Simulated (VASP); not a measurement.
# S (R-3m) in VASP: settings compared

Aim: see how the results for S move with the level of theory and the settings. Levels: PBEsol, PBE+D3(BJ). Tasks: relaxation of cell and atoms.

Program: VASP 6.6.1. These are calculated values, not measurements. Logs are shortened: lines on timing, memory, paths and dates and some standing lists are left out, and cuts for length are marked.

## 1. The cell of the first run

Symmetry: R-3m, No. 166, trigonal system. The conventional cell has a = 3.277 Å, b = 3.277 Å, c = 2.584 Å, α = 90.00°, β = 90.00°, γ = 120.00°. Within 2.8 Å of S (site symmetry -3m) lie 14 S at 2.08 to 2.58 Å.

## 2. Relaxation of cell and atoms, PBEsol

INCAR

```
SYSTEM = S
PREC = Accurate
ENCUT = 500
EDIFF = 1E-7
ISMEAR = -1
SIGMA = 0.1
LREAL = .FALSE.
LASPH = .TRUE.
NELM = 120
ALGO = Normal
ISIF = 3
LWAVE = .FALSE.
LCHARG = .FALSE.
GGA = PS
IBRION = 2
NSW = 50
EDIFFG = -0.01
GGA_COMPAT = .FALSE.
NELMIN = 4
```

KPOINTS

```
regular mesh
0
G
  14 14 14
  0 0 0
```

POSCAR

```
S
1.0
    1.6385000000      0.9459884161      0.8613333333
   -1.6385000000      0.9459884161      0.8613333333
    0.0000000000     -1.8919768321      0.8613333333
S
1
Direct
    0.0000000000      0.0000000000      0.0000000000
```

Potentials or basis: VASP PAW PBE potentials, release 64 (S).

Run with:

```sh
$ cat potpaw_PBE.64/S/POTCAR > POTCAR
$ mpirun -np 1 vasp_std > vasp.out
```

OUTCAR:

```text
SYSTEM = S
   PREC = Accurate
   ENCUT = 500
   EDIFF = 1E-7
   ISMEAR = -1
   LREAL = .FALSE.
   LASPH = .TRUE.
   NELM = 120
   ISIF = 3
   GGA = PS
   IBRION = 2
   NSW = 50
   EDIFFG = -0.01
   NELMIN = 4

 ion  position               nearest neighbor table
   1  0.000  0.000  0.000-

  LATTYP: Found a trigonal (rhomboedric) cell.
 ALAT       =     2.0788149135
 COS(alpha) =    -0.2424852435

  Lattice vectors:

 A1 = (   1.6385000000,   0.9459884161,   0.8613333333)
 A2 = (  -1.6385000000,   0.9459884161,   0.8613333333)
 A3 = (   0.0000000000,  -1.8919768321,   0.8613333333)

Analysis of symmetry for initial positions (statically):
=====================================================================
 Subroutine PRICEL returns:
 Original cell was already a primitive cell.

 Routine SETGRP: Setting up the symmetry group for a
 trigonal (rhombohedral) supercell.

 Subroutine GETGRP returns: Found 12 space group operations
 (whereof 12 operations were pure point group operations)
 out of a pool of 12 trial point group operations.

The static configuration has the point symmetry D_3d.

Analysis of symmetry for dynamics (positions and initial velocities):
=====================================================================
 Subroutine PRICEL returns:
 Original cell was already a primitive cell.

 Routine SETGRP: Setting up the symmetry group for a
 trigonal (rhombohedral) supercell.

 Subroutine GETGRP returns: Found 12 space group operations
 (whereof 12 operations were pure point group operations)
 out of a pool of 12 trial point group operations.

The dynamic configuration has the point symmetry D_3d.

 Subroutine INISYM returns: Found 12 space group operations
 (whereof 12 operations are pure point group operations),
 and found     1 'primitive' translations

----------------------------------------------------------------------------------------

                                     Primitive cell

  volume of cell :       8.0104

  direct lattice vectors                    reciprocal lattice vectors
     1.638500000  0.945988416  0.861333333     0.305157156  0.176182566  0.386996904
    -1.638500000  0.945988416  0.861333333    -0.305157156  0.176182566  0.386996904
     0.000000000 -1.891976832  0.861333333     0.000000000 -0.352365132  0.386996904

  length of vectors
     2.078814913  2.078814913  2.078814913     0.523381114  0.523381114  0.523381114

  position of ions in fractional coordinates (direct lattice)
     0.000000000  0.000000000  0.000000000

  ion indices of the primitive-cell ions
   primitive index   ion index
                 1           1

----------------------------------------------------------------------------------------

 KPOINTS: regular mesh

Automatic generation of k-mesh.
 Grid dimensions read from file:
 generate k-points for:   14   14   14

 Generating k-lattice:

  Cartesian coordinates                     Fractional coordinates (reciprocal lattice)
     0.021796940  0.012584469  0.027642636     0.071428571  0.000000000 -0.000000000
    -0.021796940  0.012584469  0.027642636     0.000000000  0.071428571 -0.000000000
     0.000000000 -0.025168938  0.027642636     0.000000000  0.000000000  0.071428571

  Length of vectors
     0.037384365  0.037384365  0.037384365

  Shift w.r.t. Gamma in fractional coordinates (k-lattice)
     0.000000000  0.000000000  0.000000000

 Subroutine IBZKPT returns following result:
 ===========================================

 Found    288 irreducible k-points:

 Following reciprocal coordinates:
            Coordinates               Weight
  0.000000  0.000000  0.000000      1.000000
  0.071429  0.000000  0.000000      6.000000
  0.142857 -0.000000 -0.000000      6.000000
  0.214286 -0.000000  0.000000      6.000000
  0.285714  0.000000  0.000000      6.000000
  0.357143  0.000000  0.000000      6.000000
[... 16 lines left out ...]
  0.214286  0.142857  0.000000     12.000000
  0.285714  0.142857  0.000000     12.000000
 [... further k-points ...]
   k-points           NKPTS =    288   k-points in BZ     NKDIM =    288   number of bands    NBANDS=      7
   number of dos      NEDOS =    301   number of ions     NIONS =      1
   total plane-waves  NPLWV =   4096
   dimension x,y,z NGX =    16 NGY =   16 NGZ =   16
   dimension x,y,z NGXF=    32 NGYF=   32 NGZF=   32
   ions per type =               1
   NGX,Y,Z   is equivalent  to a cutoff of  12.80, 12.80, 12.80 a.u.
   NGXF,Y,Z  is equivalent  to a cutoff of  25.59, 25.59, 25.59 a.u.
 SYSTEM =  S
   PREC   = accura    normal or accurate (medium, high low for compatibility)
   ISTART =      0    job   : 0-new  1-cont  2-samecut
   ICHARG =      2    charge: 1-file 2-atom 10-const
   ISPIN  =      1    spin polarized calculation?
   LNONCOLLINEAR =      F non collinear calculations
   LSORBIT =      F    spin-orbit coupling
   LASPH  =      T    aspherical Exc in radial PAW
   ENCUT  =  500.0 eV  36.75 Ry    6.06 a.u.   3.79  3.79  3.79*2*pi/ulx,y,z
   NELM   =    120;   NELMIN=  4; NELMDL= -5     # of ELM steps
   EDIFF  = 0.1E-06   stopping-criterion for ELM
   LREAL  =      F    real-space projection
   EDIFFG = -.1E-01   stopping-criterion for IOM
   NSW    =     50    number of steps for IOM
   IBRION =      2    ionic relax: 0-MD 1-quasi-New 2-CG
   NFREE  =      1    steps in history (QN), initial steepest desc. (CG)
   ISIF   =      3    stress and relaxation
   ISYM   =      2    0-nonsym 1-usesym 2-fastsym
   POTIM  = 0.5000    time-step for ionic-motion
   TEBEG  =    0.0;   TEEND  =   0.0 temperature during run
   PSTRESS=    0.0 pullay stress
   NELECT =       6.0000    total number of electrons
   NUPDOWN=      -1.0000    fix difference up-down
   EMIN   =  10.00;   EMAX   =-10.00  energy-range for DOS
   EFERMI =   0.00;   METHOD = LEGACY
   ISMEAR =    -1;   SIGMA  =   0.10  broadening in eV -4-tet -1-fermi 0-gaus
   EFERMI_NEDOS =   21; number of points for ismear=-14 and -15
   IALGO  =     38    algorithm
   IMIX   =      4    mixing-type and parameters
     AMIX     =   0.40;   BMIX     =  1.00
     AMIX_MAG =   1.60;   BMIX_MAG =  1.00
  volume/ion in A,a.u.               =       8.01        54.06
  Fermi-wavevector in a.u.,A,eV,Ry     =   1.486758  2.809565 30.074995  2.210450
  Thomas-Fermi vector in A             =   2.600004
   LORBIT       =      0    0 simple, 1 ext, 2 COOP (PROOUT), +10 PAW based schemes
   GGA     = PS    functional components
   LHFCALC =     F    Hartree Fock is set to
   AEXX    =    0.0000 exact exchange contribution
   IVDW    =     0    specifies the selected vdW correction
   LEPSILON=     F    determine dielectric tensor
   LRPA    =     F    only Hartree local field effects (RPA)
 conjugate gradient relaxation of ions
 non-spin polarized calculation
  energy-cutoff  :      500.00
  volume of cell :        8.01
 maximum number of plane-waves:       214
   NGX =  7   NGY =  7   NGZ =  7

--------------------------------------- Ionic step        1  -------------------------------------------

 number of electron       5.9999998 magnetization

 Free energy of the ion-electron system (eV)
  ---------------------------------------------------
  ext. energy  EPLUGINS =         0.00000000
  ---------------------------------------------------
  free energy    TOTEN  =        -0.98074658 eV

  energy without entropy =       -0.97186729  energy(sigma->0) =       -0.97630693

 E-fermi :  21.0993     XC(G=0): -14.6027

 val. band max:       21.0575461946   @ k =   0.2857   0.2143   0.0714
 cond. band min:      21.1386963450   @ k =   0.2143   0.1429   0.0714
 fundamental gap:      0.0811501504
 Fermi energy:        21.0993042365

 k-point     1 :       0.0000    0.0000    0.0000
  band No.  band energies     occupation
      1      -5.9778      2.00000
      2      25.9295      0.00000
      3      29.1177      0.00000
      4      29.1177      0.00000
      5      29.3035      0.00000
      6      29.3035      0.00000
      7      37.2863      0.00000
[... 221 lines left out ...]
 k-point    24 :       0.2857    0.1429    0.0000
  band No.  band energies     occupation
      1      -1.1580      2.00000
      2      11.4375      2.00000
      3      18.3688      2.00000
      4      24.9222      0.00000
      5      34.1121      0.00000
      6      39.0188      0.00000
      7      42.5879      0.00000

 [... further k-points ...]

------------------------ aborting loop because EDIFF is reached ----------------------------------------

  FORCE on cell =-STRESS in cart. coord.  units (eV):
  Direction    XX          YY          ZZ          XY          YZ          ZX
  --------------------------------------------------------------------------------------
  -------------------------------------------------------------------------------------
  Total       10.5034446     10.5034446     10.1225549      0.0000000      0.0000000      0.0000000
  in kB     2100.8138071   2100.8138071   2024.6313352      0.0000000      0.0000001      0.0000000
  external PRESSURE =    2075.4196498 kB  Pullay stress =       0.0000000 kB
[... 22 lines left out ...]
--------------------------------------- Ionic step        2  -------------------------------------------

 number of electron       6.0000017 magnetization

 E-fermi :   1.1963     XC(G=0):  -8.8596

 val. band max:        1.1956689969   @ k =  -0.1429  -0.2143   0.0714
 cond. band min:       1.1971329133   @ k =  -0.2143   0.2857   0.1429
 fundamental gap:      0.0014639164
 Fermi energy:         1.1963136798

 k-point     1 :       0.0000    0.0000    0.0000
  band No.  band energies     occupation
      1     -11.7076      2.00000
      2       1.8705      0.00236
      3       2.6733      0.00000
      4       2.6733      0.00000
      5       9.1656      0.00000
      6      11.6701      0.00000
      7      11.6701      0.00000
[... 221 lines left out ...]
 k-point    24 :       0.2857    0.1429    0.0000
  band No.  band energies     occupation
      1     -10.6895      2.00000
      2      -1.2496      2.00000
      3       0.8721      1.92476
      4       2.3184      0.00003
      5      10.7555      0.00000
      6      12.0258      0.00000
      7      14.0109      0.00000

 [... further k-points ...]

------------------------ aborting loop because EDIFF is reached ----------------------------------------

  FORCE on cell =-STRESS in cart. coord.  units (eV):
  Direction    XX          YY          ZZ          XY          YZ          ZX
  --------------------------------------------------------------------------------------
  -------------------------------------------------------------------------------------
  Total       -3.8875645     -3.8875645     -1.6183449      0.0000000     -0.0000000     -0.0000000
  in kB     -230.1282365   -230.1282365    -95.7995325      0.0000000     -0.0000000     -0.0000000
  external PRESSURE =    -185.3520018 kB  Pullay stress =       0.0000000 kB
[... 51 lines left out ...]
  FREE ENERGIE OF THE ION-ELECTRON SYSTEM (eV)
  ---------------------------------------------------
  free  energy   TOTEN  =        -3.7642068188 eV

  energy  without entropy=       -3.7472983945  energy(sigma->0) =       -3.75575261

[... ionic steps 4 to 11 ...]

--------------------------------------- Ionic step       12  -------------------------------------------

 number of electron       5.9999997 magnetization

------------------------ aborting loop because EDIFF is reached ----------------------------------------
[... 65 lines left out ...]
--------------------------------------- Ionic step       14  -------------------------------------------

 number of electron       5.9999997 magnetization

 Free energy of the ion-electron system (eV)
  ---------------------------------------------------
  ext. energy  EPLUGINS =         0.00000000
  ---------------------------------------------------
  free energy    TOTEN  =        -3.93711297 eV

  energy without entropy =       -3.92463808  energy(sigma->0) =       -3.93087553

 E-fermi :   7.9924     XC(G=0): -11.1079

 val. band max:        7.9599222928   @ k =  -0.2143   0.1429  -0.0000
 cond. band min:       8.0031076175   @ k =  -0.4286   0.3571   0.2143
 fundamental gap:      0.0431853246
 Fermi energy:         7.9924088641

 k-point     1 :       0.0000    0.0000    0.0000
  band No.  band energies     occupation
      1      -9.7039      2.00000
      2       9.1218      0.00002
      3      10.0820      0.00000
      4      10.0820      0.00000
      5      15.4363      0.00000
      6      15.4363      0.00000
      7      18.7608      0.00000
[... 221 lines left out ...]
 k-point    24 :       0.2857    0.1429    0.0000
  band No.  band energies     occupation
      1      -7.6881      2.00000
      2       2.6960      2.00000
      3       7.2352      1.99897
      4      10.6724      0.00000
      5      18.1137      0.00000
      6      21.0911      0.00000
      7      23.4660      0.00000

 [... further k-points ...]

------------------------ aborting loop because EDIFF is reached ----------------------------------------

  FORCE on cell =-STRESS in cart. coord.  units (eV):
  Direction    XX          YY          ZZ          XY          YZ          ZX
  --------------------------------------------------------------------------------------
  -------------------------------------------------------------------------------------
  Total       -0.0003961     -0.0003961      0.0088281      0.0000000      0.0000000     -0.0000000
  in kB       -0.0397826     -0.0397826      0.8867629      0.0000000      0.0000000     -0.0000000
  external PRESSURE =       0.2690659 kB  Pullay stress =       0.0000000 kB
[... 16 lines left out ...]
  FREE ENERGIE OF THE ION-ELECTRON SYSTEM (eV)
  ---------------------------------------------------
  free  energy   TOTEN  =        -3.9371129742 eV

  energy  without entropy=       -3.9246380805  energy(sigma->0) =       -3.93087553

 reached required accuracy - stopping structural energy minimisation
```

Run time: 29 s. Hardware: 1 thread of Intel Xeon 6975P-C (Granite Rapids), shared host; peak memory 0.12 GiB.

What came out:

* Free energy: -3.9371 eV
* Relaxed volume: 15.95 Å³/atom
* Relaxed cell: a = 2.532 Å, b = 2.532 Å, c = 2.532 Å, α = 95.98°, β = 95.98°, γ = 95.98°
* Space group after relaxing (to 0.1 Å): R-3m (No. 166)
* Energy gained by relaxing: 2956.4 meV/atom
* Ionic steps: 14
* Pressure after relaxing: 0.0 GPa
* Band gap on the k mesh: zero (bands 3 and 4 overlap by 5.86 eV)

Step by step:
```tsv
step	energy change (eV)	largest force (eV/Å)	pressure (GPa)	volume (Å³)
1	0.0000	0.0000	207.54	8.01
2	-1.6499	0.0000	-18.54	27.07
3	-2.7835	0.0000	-2.63	15.44
4	-2.7865	0.0000	-1.20	15.21
5	-2.7873	0.0000	0.21	15.00
6	-2.8875	0.0000	0.70	15.18
7	-2.9480	0.0000	3.26	15.30
8	-2.9486	0.0000	3.78	15.31
9	-2.9481	0.0000	4.36	15.31
10	-2.9494	0.0000	-3.61	16.57
11	-2.9563	0.0000	-0.07	15.95
12	-2.9563	0.0000	0.02	15.94
13	-2.9563	0.0000	0.01	15.94
14	-2.9564	0.0000	0.03	15.95
```

Final structure:
```
S
1.0
     1.88147    1.08627    1.30072
    -1.88147    1.08627    1.30072
     0.00000   -2.17253    1.30072
S
1
Direct
  0.00000 0.00000 0.00000
```

Caveat: the volume moved by over 15 % at a fixed basis, so the end points are rough; the PAW data sets were made with another functional, which shifts forces and pressure a little. Zero-point motion and thermal expansion aren't in these numbers.

## 3. Relaxation of cell and atoms, PBE+D3(BJ)

INCAR

```
SYSTEM = S
PREC = Accurate
ENCUT = 500
EDIFF = 1E-7
ISMEAR = -1
SIGMA = 0.1
LREAL = .False.
LASPH = .True.
NELM = 120
ALGO = Normal
ISIF = 3
LWAVE = .False.
LCHARG = .False.
GGA = PE
IVDW = 12
IBRION = 2
NSW = 50
EDIFFG = -0.01
GGA_COMPAT = .False.
NELMIN = 4
```

KPOINTS

```
regular mesh
0
Gamma
  14 14 14
  0 0 0
```

POSCAR is that of step 2.

Potentials or basis: VASP PAW PBE potentials, release 64 (S).

Run with:

```sh
$ cat potpaw_PBE.64/S/POTCAR > POTCAR
$ mpirun -np 1 vasp_std > vasp.out
```

Run time: 24 s. Hardware: 1 thread of Intel Xeon 6975P-C (Granite Rapids), shared host; peak memory 0.13 GiB.

Results (log left out):

```yaml
Free_energy: -3.8488 eV
Relaxed_volume: 16.08 Å³/atom
Relaxed_cell: a = 2.536 Å, b = 2.536 Å, c = 2.536 Å, α = 95.29°, β = 95.29°, γ = 95.29°
Space_group_after_relaxing_to_0.1_Å: R-3m (No. 166)
Energy_gained_by_relaxing: 2873.6 meV/atom
Ionic_steps: 11
Pressure_after_relaxing: 0.0 GPa
Band_gap_on_the_k_mesh: zero (bands 3 and 4 overlap by 5.84 eV)
Dispersion_energy_per_atom: -0.382 eV
```

Step by step:
| step | energy change (eV) | largest force (eV/Å) | pressure (GPa) | volume (Å³) |
| --- | --- | --- | --- | --- |
| 1 | 0.0000 | 0.0000 | 198.79 | 8.01 |
| 2 | -1.7808 | 0.0000 | -17.54 | 25.94 |
| 3 | -2.6944 | 0.0000 | -1.49 | 15.38 |
| 4 | -2.6955 | 0.0000 | -0.41 | 15.20 |
| 5 | -2.6955 | 0.0000 | 0.71 | 15.03 |
| 6 | -2.7998 | 0.0000 | 1.12 | 15.21 |
| 7 | -2.8630 | 0.0000 | 3.66 | 15.34 |
| 8 | -2.8638 | 0.0000 | 4.19 | 15.34 |
| 9 | -2.8629 | 0.0000 | 4.96 | 15.34 |
| 10 | -2.8638 | 0.0000 | -4.06 | 16.83 |
| 11 | -2.8736 | 0.0000 | -0.02 | 16.08 |

Final structure:
```
CELL_PARAMETERS angstrom
1.87393 1.08191 1.32202
-1.87393 1.08191 1.32202
0.00000 -2.16383 1.32202
ATOMIC_POSITIONS crystal
S 0.00000 0.00000 0.00000
```

Levels at points of the mesh, in eV from the Fermi level:
```
           k point  band 1  band 2  band 3  band 4  band 5  band 6
(0.00, 0.00, 0.00)  -17.62    1.13    1.99    1.99    7.40    7.40
(0.50, 0.00, 0.00)  -14.56   -8.62    2.83    3.41    9.10   12.17
(0.50, 0.50, 0.00)  -11.58   -6.80   -5.39    2.41    4.46   13.15
(0.50, 0.50, 0.50)   -8.48   -4.55   -4.55   -2.90    4.78    4.78
```

Caveat: the volume moved by over 15 % at a fixed basis, so the end points are rough. Zero-point motion and thermal expansion aren't in these numbers.
